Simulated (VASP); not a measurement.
# Sb (P6/mmm) in VASP: notebook, part 2 of 2

VASP 6.6.1.

## Step 3: Relaxation of shape and atoms at fixed volume, PBE

This run uses another cell than the first one, of 18.78 Å³/atom, 1.172 times its volume.

The input, INCAR:

```
SYSTEM = Sb
PREC = Accurate
ENCUT = 600
EDIFF = 1E-7
ISMEAR = -1
SIGMA = 0.1
LREAL = .False.
LASPH = .True.
NELM = 60
ALGO = Normal
ISIF = 4
LWAVE = .False.
LCHARG = .False.
GGA = PE
IBRION = 2
NSW = 50
EDIFFG = -0.005
```

The input, KPOINTS:

```
Automatic mesh
0
Gamma
  7 7 9
  0 0 0
```

The input, POSCAR:

```
Sb
1.0
    4.7981232719      0.0000000000      0.0000000000
   -2.3990616360      4.1552966440      0.0000000000
    0.0000000000      0.0000000000      2.8264495326
Sb
3
Direct
    0.0000000000      0.0000000000      0.0000000000
    0.3333333333      0.6666666667      0.5000000000
    0.6666666667      0.3333333333      0.5000000000
```

Potentials or basis: VASP PAW PBE potentials, release 64 (Sb).

Started as:

```console
> cat potpaw_PBE.64/Sb/POTCAR > POTCAR
> mpirun -np 1 vasp_std > vasp.out
```

OUTCAR:

```text
SYSTEM = Sb
   PREC = Accurate
   ENCUT = 600
   EDIFF = 1E-7
   ISMEAR = -1
   LREAL = .False.
   LASPH = .True.
   NELM = 60
   ISIF = 4
   GGA = PE
   IBRION = 2
   NSW = 50
   EDIFFG = -0.005

 ion  position               nearest neighbor table
   1  0.000  0.000  0.000-   2 3.11   3 3.11   2 3.11   3 3.11   3 3.11   3 3.11   2 3.11   2 3.11
                             3 3.11   3 3.11   2 3.11   2 3.11
   2  0.333  0.667  0.500-   3 2.77   3 2.77   3 2.77   1 3.11   1 3.11   1 3.11   1 3.11   1 3.11
                             1 3.11
   3  0.667  0.333  0.500-   2 2.77   2 2.77   2 2.77   1 3.11   1 3.11   1 3.11   1 3.11   1 3.11
                             1 3.11

  LATTYP: Found a hexagonal cell.
 ALAT       =     4.7981232719
 C/A-ratio  =     0.5890739717

  Lattice vectors:

 A1 = (   4.7981232719,   0.0000000000,   0.0000000000)
 A2 = (  -2.3990616360,   4.1552966440,   0.0000000000)
 A3 = (   0.0000000000,   0.0000000000,   2.8264495326)

Analysis of symmetry for initial positions (statically):
=====================================================================
 Subroutine PRICEL returns:
 Original cell was already a primitive cell.

 Routine SETGRP: Setting up the symmetry group for a
 hexagonal supercell.

 Subroutine GETGRP returns: Found 24 space group operations
 (whereof 24 operations were pure point group operations)
 out of a pool of 24 trial point group operations.

The static configuration has the point symmetry D_6h.

Analysis of symmetry for dynamics (positions and initial velocities):
=====================================================================
 Subroutine PRICEL returns:
 Original cell was already a primitive cell.

 Routine SETGRP: Setting up the symmetry group for a
 hexagonal supercell.

 Subroutine GETGRP returns: Found 24 space group operations
 (whereof 24 operations were pure point group operations)
 out of a pool of 24 trial point group operations.

The dynamic configuration has the point symmetry D_6h.

 Subroutine INISYM returns: Found 24 space group operations
 (whereof 24 operations are pure point group operations),
 and found     1 'primitive' translations

----------------------------------------------------------------------------------------

                                     Primitive cell

  volume of cell :      56.3527

  direct lattice vectors                    reciprocal lattice vectors
     4.798123272  0.000000000  0.000000000     0.208414820  0.120328353  0.000000000
    -2.399061636  4.155296644  0.000000000     0.000000000  0.240656705  0.000000000
     0.000000000  0.000000000  2.826449533     0.000000000  0.000000000  0.353800763

  length of vectors
     4.798123272  4.798123272  2.826449533     0.240656705  0.240656705  0.353800763

  position of ions in fractional coordinates (direct lattice)
     0.000000000  0.000000000  0.000000000
     0.333333333  0.666666667  0.500000000
[... 117 lines left out ...]

--------------------------------------- Ionic step        1  -------------------------------------------

 number of electron      15.0000000 magnetization

 Free energy of the ion-electron system (eV)
  ---------------------------------------------------
  ext. energy  EPLUGINS =         0.00000000
  ---------------------------------------------------
  free energy    TOTEN  =        -8.53944752 eV

  energy without entropy =       -8.48277002  energy(sigma->0) =       -8.51110877

------------------------ aborting loop because EDIFF is reached ----------------------------------------

  FORCE on cell =-STRESS in cart. coord.  units (eV):
  Direction    XX          YY          ZZ          XY          YZ          ZX
  --------------------------------------------------------------------------------------
  -------------------------------------------------------------------------------------
  Total       19.0898068     19.0898068     19.9670094     -0.0000000     -0.0000000      0.0000000
  in kB      542.7470164    542.7470165    567.6869822     -0.0000000     -0.0000000      0.0000000
  external PRESSURE =     551.0603384 kB  Pullay stress =       0.0000000 kB

 VOLUME and BASIS-vectors are now :
 -----------------------------------------------------------------------------
  energy-cutoff  :      600.00
  volume of cell :       56.35
      direct lattice vectors                 reciprocal lattice vectors
     4.798123272  0.000000000  0.000000000     0.208414820  0.120328353  0.000000000
    -2.399061636  4.155296644  0.000000000     0.000000000  0.240656705  0.000000000
     0.000000000  0.000000000  2.826449533     0.000000000  0.000000000  0.353800763

 POSITION                                       TOTAL-FORCE (eV/Angst)
 -----------------------------------------------------------------------------------
      0.00000      0.00000      0.00000        -0.000000      0.000000      0.000000
     -0.00000      2.77020      1.41322        -0.000000      0.000000      0.000000
      2.39906      1.38510      1.41322         0.000000     -0.000000      0.000000
 -----------------------------------------------------------------------------------
    total drift:                                0.000000     -0.000000      0.000000

  FREE ENERGIE OF THE ION-ELECTRON SYSTEM (eV)
  ---------------------------------------------------
  free  energy   TOTEN  =        -8.5394475194 eV

  energy  without entropy=       -8.4827700167  energy(sigma->0) =       -8.51110877

--------------------------------------- Ionic step        2  -------------------------------------------

 number of electron      15.0000001 magnetization

 Free energy of the ion-electron system (eV)
  ---------------------------------------------------
  ext. energy  EPLUGINS =         0.00000000
  ---------------------------------------------------
  free energy    TOTEN  =        -8.54410201 eV

  energy without entropy =       -8.49220699  energy(sigma->0) =       -8.51815450

 E-fermi :  14.1767     XC(G=0): -11.8730

 val. band max:       14.1029149033   @ k =   0.4286   0.0000   0.3333
 cond. band min:      14.1795383886   @ k =   0.4286   0.0000   0.1111
 fundamental gap:      0.0766234854
 Fermi energy:        14.1766828718

 k-point     1 :       0.0000    0.0000    0.0000
  band No.  band energies     occupation
      1      -2.3207      2.00000
      2       5.6421      2.00000
      3       5.7878      2.00000
      4       8.0940      2.00000
      5       8.0940      2.00000
      6       8.3604      2.00000
      7       8.3604      2.00000
      8      16.0878      0.00000
      9      20.1937      0.00000
     10      22.8017      0.00000
     11      22.8017      0.00000
[... 309 lines left out ...]
 k-point    24 :       0.2857    0.2857    0.2222
  band No.  band energies     occupation
      1       0.9634      2.00000
      2       2.2520      2.00000
      3       2.3771      2.00000
      4      10.2355      2.00000
      5      10.7974      2.00000
      6      12.5135      2.00000
      7      12.9895      1.99999
      8      13.5867      1.99453
      9      14.2523      0.63891
     10      18.0844      0.00000
     11      18.2935      0.00000

 [... further k-points ...]
[... 5 lines left out ...]
  --------------------------------------------------------------------------------------
  -------------------------------------------------------------------------------------
  Total       19.3969498     19.3969498     19.4012415     -0.0000000      0.0000000      0.0000000
  in kB      551.4794755    551.4794755    551.6014945     -0.0000000      0.0000000      0.0000000
  external PRESSURE =     551.5201485 kB  Pullay stress =       0.0000000 kB

 VOLUME and BASIS-vectors are now :
 -----------------------------------------------------------------------------
  energy-cutoff  :      600.00
  volume of cell :       56.35
      direct lattice vectors                 reciprocal lattice vectors
     4.775667443 -0.000000000  0.000000000     0.209394815  0.120894153  0.000000000
    -2.387833722  4.135849326  0.000000000     0.000000000  0.241788305  0.000000000
     0.000000000 -0.000000000  2.853092715    -0.000000000 -0.000000000  0.350496847

 POSITION                                       TOTAL-FORCE (eV/Angst)
 -----------------------------------------------------------------------------------
      4.77567     -0.00000      0.00000        -0.000000      0.000000      0.000000
     -0.00000      2.75723      1.42655        -0.000000     -0.000000      0.000000
      2.38783      1.37862      1.42655         0.000000      0.000000     -0.000000
 -----------------------------------------------------------------------------------
    total drift:                                0.000000     -0.000000      0.000000

  FREE ENERGIE OF THE ION-ELECTRON SYSTEM (eV)
  ---------------------------------------------------
  free  energy   TOTEN  =        -8.5441020050 eV

  energy  without entropy=       -8.4922069885  energy(sigma->0) =       -8.51815450

 reached required accuracy - stopping structural energy minimisation
```

Run time: 33 s. Hardware: 1 thread of Intel Xeon Platinum 8259CL at 2.50GHz (Skylake/Cascade Lake), shared host; peak memory 0.2 GiB.

What came out:

```
Free energy               : -8.5441 eV
Energy gained by relaxing : 1.6 meV/atom
Ionic steps               : 2
Pressure after relaxing   : 55.2 GPa
```

The path:
| step | energy change (eV) | largest force (eV/Å) | pressure (GPa) | volume (Å³) |
| --- | --- | --- | --- | --- |
| 1 | 0.0000 | 0.0000 | 55.11 | 56.35 |
| 2 | -0.0047 | 0.0000 | 55.15 | 56.35 |

Final structure:
```xyz
3
Lattice="4.7757 0.0000 0.0000 -2.3878 4.1358 0.0000 0.0000 0.0000 2.8531" Properties=species:S:1:pos:R:3 pbc="T T T"
Sb    4.7757    0.0000    0.0000
Sb    0.0000    2.7572    1.4265
Sb    2.3878    1.3786    1.4265
```

Levels at points of the mesh, in eV from the Fermi level:
```csv
k point,band 5,band 6,band 7,band 8,band 9,band 10,band 11
"(0.00, 0.00, 0.00)",-6.08,-5.82,-5.82,1.91,6.02,8.63,8.63
```

Caveat: spin-orbit coupling is left out, which moves the levels of the heavy elements.
